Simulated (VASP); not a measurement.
# Si8N (a cell with a defect) in VASP: a series of runs

Si8N (a cell with a defect) is run at these levels: PBE; tasks: single point.

All numbers are computed with VASP 6.6.1; they aren't measurements. Logs are shortened: lines on timing, memory, paths and dates and some standing lists are left out, and cuts for length are marked.

**1. The cell of the first run**

The cell holds a defect, 9 atoms: a = 5.770 Å, b = 5.770 Å, c = 5.770 Å, α = 109.85°, β = 109.85°, γ = 109.85°.

**2. Single point, PBE**

Contents of INCAR:

```
SYSTEM = Si8N
ALGO = Normal
EDIFF = 1E-6
ENCUT = 520
GGA = PE
GGA_COMPAT = .FALSE.
ISIF = 2
ISMEAR = 0
LASPH = .TRUE.
LCHARG = .TRUE.
LELF = .TRUE.
LREAL = .FALSE.
LVHAR = .TRUE.
LWAVE = .FALSE.
NBANDS = 28
NELM = 120
PREC = Accurate
SIGMA = 0.15
```

Contents of KPOINTS:

```
k-points
0
G
  6 6 6
  0 0 0
```

Contents of POSCAR:

```
Si8N
1.0
    4.7218258405      2.7261474201      1.8874557466
   -4.7218258405      2.7261474201      1.8874557466
    0.0000000000     -5.4522948402      1.8874557466
Si N
8 1
Direct
    0.0198044603      0.7179030939      0.5216794332
    0.9801955397      0.2820969061      0.4783205668
    0.7140043589      0.7140043589      0.7140043589
    0.2820969061      0.4783205668      0.9801955397
    0.4783205668      0.9801955397      0.2820969061
    0.7179030939      0.5216794332      0.0198044603
    0.2859956411      0.2859956411      0.2859956411
    0.5216794332      0.0198044603      0.7179030939
    0.3012364272      0.5216794332     -0.3968622063
```

Potentials or basis: VASP PAW PBE potentials, release 64 (Si, N).

Started as:

```sh
cat potpaw_PBE.64/Si/POTCAR potpaw_PBE.64/N/POTCAR > POTCAR
mpirun -np 1 vasp_std > vasp.out
```

OUTCAR:

```text
SYSTEM = Si8N
   EDIFF = 1E-6
   ENCUT = 520
   GGA = PE
   ISIF = 2
   ISMEAR = 0
   LASPH = .TRUE.
   LREAL = .FALSE.
   NELM = 120
   PREC = Accurate

 ion  position               nearest neighbor table
   1  0.020  0.718  0.522-   9 2.29   2 2.36   3 2.38   8 2.39   6 2.39
   2  0.980  0.282  0.478-   9 1.59   1 2.36   7 2.38   5 2.39   4 2.39
   3  0.714  0.714  0.714-   9 2.00   8 2.38   1 2.38   6 2.38   7 2.42
   4  0.282  0.478  0.980-   9 2.31   6 2.36   7 2.38   5 2.39   2 2.39
   5  0.478  0.980  0.282-   8 2.36   7 2.38   4 2.39   2 2.39
   6  0.718  0.522  0.020-   4 2.36   3 2.38   8 2.39   1 2.39
   7  0.286  0.286  0.286-   9 1.82   5 2.38   2 2.38   4 2.38   3 2.42
   8  0.522  0.020  0.718-   5 2.36   3 2.38   6 2.39   1 2.39   9 2.44
   9  0.301  0.522  0.603-   2 1.59   7 1.82   3 2.00   1 2.29   4 2.31   8 2.44

  LATTYP: Found a trigonal (rhomboedric) cell.
 ALAT       =     5.7697494070
 COS(alpha) =    -0.3394793489

  Lattice vectors:

 A1 = (   4.7218258405,   2.7261474201,   1.8874557466)
 A2 = (  -4.7218258405,   2.7261474201,   1.8874557466)
 A3 = (   0.0000000000,  -5.4522948402,   1.8874557466)

Analysis of symmetry for initial positions (statically):
=====================================================================
 Subroutine PRICEL returns:
 Original cell was already a primitive cell.

 Routine SETGRP: Setting up the symmetry group for a
 trigonal (rhombohedral) supercell.

 Subroutine GETGRP returns: Found  1 space group operations
 (whereof  1 operations were pure point group operations)
 out of a pool of 12 trial point group operations.

The static configuration has the point symmetry C_1 .

Analysis of symmetry for dynamics (positions and initial velocities):
=====================================================================
 Subroutine PRICEL returns:
 Original cell was already a primitive cell.

 Routine SETGRP: Setting up the symmetry group for a
 trigonal (rhombohedral) supercell.

 Subroutine GETGRP returns: Found  1 space group operations
 (whereof  1 operations were pure point group operations)
 out of a pool of 12 trial point group operations.

The dynamic configuration has the point symmetry C_1 .

 Subroutine INISYM returns: Found  1 space group operations
 (whereof  1 operations are pure point group operations),
 and found     1 'primitive' translations

[... 110 lines left out ...]
   EDIFFG = 0.1E-04   stopping-criterion for IOM
   NSW    =      0    number of steps for IOM
   IBRION =     -1    ionic relax: 0-MD 1-quasi-New 2-CG
   NFREE  =      0    steps in history (QN), initial steepest desc. (CG)
   ISIF   =      2    stress and relaxation
   ISYM   =      2    0-nonsym 1-usesym 2-fastsym
   POTIM  = 0.5000    time-step for ionic-motion
   TEBEG  =    0.0;   TEEND  =   0.0 temperature during run
   PSTRESS=    0.0 pullay stress
   NELECT =      37.0000    total number of electrons
   NUPDOWN=      -1.0000    fix difference up-down
   EMIN   =  10.00;   EMAX   =-10.00  energy-range for DOS
   EFERMI =   0.00;   METHOD = LEGACY
   ISMEAR =     0;   SIGMA  =   0.15  broadening in eV -4-tet -1-fermi 0-gaus
   EFERMI_NEDOS =   21; number of points for ismear=-14 and -15
   IALGO  =     38    algorithm
   IMIX   =      4    mixing-type and parameters
     AMIX     =   0.40;   BMIX     =  1.00
     AMIX_MAG =   1.60;   BMIX_MAG =  1.00
  volume/ion in A,a.u.               =      16.20       109.31
  Fermi-wavevector in a.u.,A,eV,Ry     =   1.036525  1.958748 14.617873  1.074383
  Thomas-Fermi vector in A             =   2.170919
   LORBIT       =      0    0 simple, 1 ext, 2 COOP (PROOUT), +10 PAW based schemes
   GGA     = PE    functional components
   LHFCALC =     F    Hartree Fock is set to
   AEXX    =    0.0000 exact exchange contribution
   IVDW    =     0    specifies the selected vdW correction
   LEPSILON=     F    determine dielectric tensor
   LRPA    =     F    only Hartree local field effects (RPA)
 non-spin polarized calculation
 Gauss-broadening in eV      SIGMA  =   0.15
  energy-cutoff  :      520.00
  volume of cell :      145.78
 maximum number of plane-waves:      3961
 NGX is ok and might be reduce to    48
   NGX = 21   NGY = 21   NGZ = 21

 number of electron      36.9999999 magnetization

 Free energy of the ion-electron system (eV)
  ---------------------------------------------------
  ext. energy  EPLUGINS =         0.00000000
  ---------------------------------------------------
  free energy    TOTEN  =       -46.29617719 eV

  energy without entropy =      -46.25380049  energy(sigma->0) =      -46.27498884

 E-fermi :   7.5218     XC(G=0): -10.2601

 val. band max:        7.5193494354   @ k =   0.3333   0.1667   0.0000
 cond. band min:       7.5234606325   @ k =   0.3333  -0.1667   0.5000
 fundamental gap:      0.0041111971
 Fermi energy:         7.5217807961

 k-point     1 :       0.0000    0.0000    0.0000
  band No.  band energies     occupation
      1     -10.8251      2.00000
      2      -4.1410      2.00000
      3      -2.8688      2.00000
      4      -1.6875      2.00000
      5      -1.3018      2.00000
      6      -0.3844      2.00000
[... 733 lines left out ...]
     27      11.6352      0.00000
     28      12.0776      0.00000

 [... further k-points ...]
[... 5 lines left out ...]
  --------------------------------------------------------------------------------------
  -------------------------------------------------------------------------------------
  Total        5.7335401      9.6715473      9.0209189      1.3334147      3.6856569      2.2958268
  in kB       63.0153138    106.2965611     99.1457338     14.6550896     40.5077530     25.2326213
  external PRESSURE =      89.4858696 kB  Pullay stress =       0.0000000 kB

 VOLUME and BASIS-vectors are now :
 -----------------------------------------------------------------------------
  energy-cutoff  :      520.00
  volume of cell :      145.78
      direct lattice vectors                 reciprocal lattice vectors
     4.721825841  2.726147420  1.887455747     0.105891241  0.061136337  0.176604582
    -4.721825841  2.726147420  1.887455747    -0.105891241  0.061136337  0.176604582
     0.000000000 -5.452294840  1.887455747     0.000000000 -0.122272673  0.176604582

 POSITION                                       TOTAL-FORCE (eV/Angst)
 -----------------------------------------------------------------------------------
     -3.29630     -0.83325      2.37704        -0.858042      0.631013      0.236020
      3.29630      0.83325      3.28533        -1.371384     -4.276179     -4.494785
      0.00000      0.00000      4.04295        -0.277314     -0.617956      0.668535
     -0.92653     -3.27130      3.28533         0.061072     -0.834711     -0.033945
     -2.36977      2.43805      3.28533        -0.172485     -0.032319     -0.297808
      0.92653      3.27130      2.37704         0.400937     -0.142569      0.336907
      0.00000      0.00000      1.61941         0.843774      1.284157     -1.150495
      2.36977     -2.43805      2.37704        -0.245522      0.242747      0.575771
     -1.04089     -1.04510      2.69161         1.618965      3.745816      4.159802
 -----------------------------------------------------------------------------------
    total drift:                                0.000170      0.000213     -0.000140

  FREE ENERGIE OF THE ION-ELECTRON SYSTEM (eV)
  ---------------------------------------------------
  free  energy   TOTEN  =       -46.2961771918 eV

  energy  without entropy=      -46.2538004882  energy(sigma->0) =      -46.27498884
```

OSZICAR:

```text
N       E                     dE             d eps       ncg     rms          rms(c)
DAV:   1     0.102074273325E+03    0.10207E+03   -0.14922E+04  6272   0.111E+03
DAV:   2    -0.382979404598E+02   -0.14037E+03   -0.13436E+03  7680   0.181E+02
DAV:   3    -0.488724425246E+02   -0.10575E+02   -0.10402E+02  8172   0.477E+01
DAV:   4    -0.490606958385E+02   -0.18825E+00   -0.18779E+00  7944   0.749E+00
DAV:   5    -0.490632220849E+02   -0.25262E-02   -0.25256E-02  7912   0.881E-01    0.140E+01
DAV:   6    -0.461385955787E+02    0.29246E+01   -0.10458E+01  9336   0.249E+01    0.794E+00
DAV:   7    -0.463756285291E+02   -0.23703E+00   -0.48012E+00  6800   0.110E+01    0.440E+00
DAV:   8    -0.463394655155E+02    0.36163E-01   -0.10100E+00  7508   0.551E+00    0.177E+00
DAV:   9    -0.462897114489E+02    0.49754E-01   -0.27457E-01  8328   0.377E+00    0.416E-01
DAV:  10    -0.462964120935E+02   -0.67006E-02   -0.75169E-02  7064   0.127E+00    0.249E-01
DAV:  11    -0.462961610606E+02    0.25103E-03   -0.46590E-03  7732   0.404E-01    0.954E-02
DAV:  12    -0.462961708719E+02   -0.98113E-05   -0.69467E-04  7148   0.189E-01    0.377E-02
DAV:  13    -0.462961781945E+02   -0.73225E-05   -0.69715E-05  7736   0.435E-02    0.129E-02
DAV:  14    -0.462961770050E+02    0.11894E-05   -0.61170E-06  8060   0.159E-02    0.503E-03
DAV:  15    -0.462961771918E+02   -0.18674E-06   -0.34321E-06  6180   0.937E-03
   1 F= -.46296177E+02 E0= -.46274989E+02  d E =-.423767E-01
```

Run time: 13 min. Hardware: 1 thread of Oxide Virtual Turin-like, shared host; peak memory 0.5 GiB.

Results:

| Quantity | Value |
| --- | --- |
| Free energy | -46.2962 eV |
| Pressure | 8.9 GPa |
| Largest force | 6.354 eV/Å |
| Band gap on the k mesh | zero (an odd number of electrons rules out a gap without spin polarisation) |

Forces in eV/Å, atoms in the order of the input:
```
Si  -0.858  0.631  0.236
Si  -1.371 -4.276 -4.495
Si  -0.277 -0.618  0.669
Si   0.061 -0.835 -0.034
Si  -0.172 -0.032 -0.298
Si   0.401 -0.143  0.337
Si   0.844  1.284 -1.150
Si  -0.246  0.243  0.576
N    1.619  3.746  4.160
```

Caveat: an odd number of electrons without spin polarisation forces a metal; a magnetic or distorted state may lie lower.

**3. Single point, PBE**

Contents of INCAR:

```
PREC = Accurate ; ENCUT = 520
EDIFF = 1E-6 ; ISMEAR = 0
SIGMA = 0.15 ; LREAL = F
LASPH = T ; NELM = 120
ALGO = Normal ; ISIF = 2
LWAVE = F ; LCHARG = F
GGA = PE ; NBANDS = 28
GGA_COMPAT = F
```

Contents of KPOINTS:

```
regular mesh
0
Gamma
  6 6 6
```

Changes to POSCAR since step 2:

```diff
@@ -16,2 +16,2 @@
     0.5216794332      0.0198044603      0.7179030939
-    0.3012364272      0.5216794332     -0.3968622063
+   -0.1987635728     -0.3116539002     -1.7301955397
```

Potentials or basis: VASP PAW PBE potentials, release 64 (Si, N).

Started as:

```sh
cat potpaw_PBE.64/Si/POTCAR potpaw_PBE.64/N/POTCAR > POTCAR
mpirun -np 1 vasp_std > vasp.out
```

OUTCAR:

```text
PREC = Accurate
   ENCUT = 520
   EDIFF = 1E-6
   ISMEAR = 0
   LREAL = F
   LASPH = T
   NELM = 120
   ISIF = 2
   GGA = PE

 ion  position               nearest neighbor table
   1  0.020  0.718  0.522-   9 1.47   2 2.36   3 2.38   8 2.39   6 2.39
   2  0.980  0.282  0.478-   1 2.36   7 2.38   5 2.39   4 2.39
   3  0.714  0.714  0.714-   8 2.38   1 2.38   6 2.38   7 2.42
   4  0.282  0.478  0.980-   6 2.36   7 2.38   5 2.39   2 2.39   9 2.45
   5  0.478  0.980  0.282-   8 2.36   7 2.38   4 2.39   2 2.39
   6  0.718  0.522  0.020-   9 1.23   4 2.36   3 2.38   8 2.39   1 2.39
   7  0.286  0.286  0.286-   5 2.38   2 2.38   4 2.38   3 2.42
   8  0.522  0.020  0.718-   5 2.36   3 2.38   6 2.39   1 2.39
   9  0.801  0.688  0.270-   6 1.23   1 1.47   4 2.45

 -----------------------------------------------------------------------------
|                                                                             |
|           W    W    AA    RRRRR   N    N  II  N    N   GGGG   !!!           |
|           W    W   A  A   R    R  NN   N  II  NN   N  G    G  !!!           |
|           W    W  A    A  R    R  N N  N  II  N N  N  G       !!!           |
|           W WW W  AAAAAA  RRRRR   N  N N  II  N  N N  G  GGG   !            |
[... 213 lines left out ...]
 Fermi energy:         7.1645084127

 k-point     1 :       0.0000    0.0000    0.0000
  band No.  band energies     occupation
      1     -11.3075      2.00000
      2      -4.5398      2.00000
      3      -2.7494      2.00000
      4      -0.8755      2.00000
      5      -0.4266      2.00000
      6      -0.2465      2.00000
[... 733 lines left out ...]
     27      11.6680      0.00000
     28      12.0902      0.00000

 [... further k-points ...]
[... 5 lines left out ...]
  --------------------------------------------------------------------------------------
  -------------------------------------------------------------------------------------
  Total       13.6731253     26.5927896     45.6761537      3.9096825    -31.9064783     -6.0071543
  in kB      150.2764917    292.2719586    502.0104741     42.9699395   -350.6728344    -66.0225110
  external PRESSURE =     314.8529748 kB  Pullay stress =       0.0000000 kB

 VOLUME and BASIS-vectors are now :
 -----------------------------------------------------------------------------
  energy-cutoff  :      520.00
  volume of cell :      145.78
      direct lattice vectors                 reciprocal lattice vectors
     4.721825841  2.726147420  1.887455747     0.105891241  0.061136337  0.176604582
    -4.721825841  2.726147420  1.887455747    -0.105891241  0.061136337  0.176604582
     0.000000000 -5.452294840  1.887455747     0.000000000 -0.122272673  0.176604582

 POSITION                                       TOTAL-FORCE (eV/Angst)
 -----------------------------------------------------------------------------------
     -3.29630     -0.83325      2.37704         5.858444     -6.722352      8.145634
      3.29630      0.83325      3.28533        -0.075394      0.106941     -0.093774
      0.00000      0.00000      4.04295        -0.089691     -0.742045      0.057125
     -0.92653     -3.27130      3.28533        -1.248482     -0.343630     -1.302268
     -2.36977      2.43805      3.28533        -0.338190      0.267772      0.028770
      0.92653      3.27130      2.37704        13.450973     26.750780    -36.095017
      0.00000      0.00000      1.61941         0.130160     -0.012345     -0.084639
      2.36977     -2.43805      2.37704         0.188772     -0.231882      0.168183
      0.53305      2.58977      3.32077       -17.876591    -19.073238     29.175985
 -----------------------------------------------------------------------------------
    total drift:                               -0.000819     -0.000340      0.000271

  FREE ENERGIE OF THE ION-ELECTRON SYSTEM (eV)
  ---------------------------------------------------
  free  energy   TOTEN  =       -40.4525306088 eV

  energy  without entropy=      -40.4225274737  energy(sigma->0) =      -40.43752904
```

OSZICAR:

```text
N       E                     dE             d eps       ncg     rms          rms(c)
DAV:   1     0.119659942812E+03    0.11966E+03   -0.15075E+04  6272   0.111E+03
DAV:   2    -0.364873570040E+02   -0.15615E+03   -0.14985E+03  7752   0.189E+02
DAV:   3    -0.489188175143E+02   -0.12431E+02   -0.12305E+02  8080   0.529E+01
DAV:   4    -0.490922485742E+02   -0.17343E+00   -0.17313E+00  7964   0.764E+00
DAV:   5    -0.490942339283E+02   -0.19854E-02   -0.19850E-02  7872   0.805E-01    0.216E+01
DAV:   6    -0.403607330671E+02    0.87335E+01   -0.24757E+01  7632   0.342E+01    0.113E+01
DAV:   7    -0.405813437186E+02   -0.22061E+00   -0.67226E+00  7012   0.131E+01    0.470E+00
DAV:   8    -0.404716285925E+02    0.10972E+00   -0.56461E-01  8740   0.569E+00    0.201E+00
DAV:   9    -0.404511235359E+02    0.20505E-01   -0.16425E-01  7120   0.279E+00    0.543E-01
DAV:  10    -0.404535656022E+02   -0.24421E-02   -0.73158E-02  7260   0.137E+00    0.361E-01
DAV:  11    -0.404522409888E+02    0.13246E-02   -0.84569E-03  7580   0.788E-01    0.143E-01
DAV:  12    -0.404525313804E+02   -0.29039E-03   -0.18881E-03  7172   0.263E-01    0.812E-02
DAV:  13    -0.404525393670E+02   -0.79866E-05   -0.17608E-04  7728   0.836E-02    0.434E-02
DAV:  14    -0.404525303390E+02    0.90280E-05   -0.12788E-04  7968   0.758E-02    0.969E-03
DAV:  15    -0.404525306702E+02   -0.33121E-06   -0.30640E-05  7140   0.378E-02    0.672E-03
DAV:  16    -0.404525306088E+02    0.61382E-07   -0.27601E-06  6392   0.830E-03
   1 F= -.40452531E+02 E0= -.40437529E+02  d E =-.300031E-01
```

It took 14 min on 1 thread of Oxide Virtual Turin-like, shared host; peak memory 0.51 GiB.

Results:

```yaml
Free_energy: -40.4525 eV
Pressure: 31.5 GPa
Largest_force: 46.898 eV/Å
Band_gap_on_the_k_mesh: zero (an odd number of electrons rules out a gap without spin polarisation)
```

Forces in eV/Å, atoms in the order of the input:
```
Si    5.858  -6.722   8.146
Si   -0.075   0.107  -0.094
Si   -0.090  -0.742   0.057
Si   -1.248  -0.344  -1.302
Si   -0.338   0.268   0.029
Si   13.451  26.751 -36.095
Si    0.130  -0.012  -0.085
Si    0.189  -0.232   0.168
N   -17.877 -19.073  29.176
```

Caveat: atoms lie so close that the PAW spheres overlap strongly, which falsifies energies and pressures; an odd number of electrons without spin polarisation forces a metal; a magnetic or distorted state may lie lower.

[end of part 1 of 2]
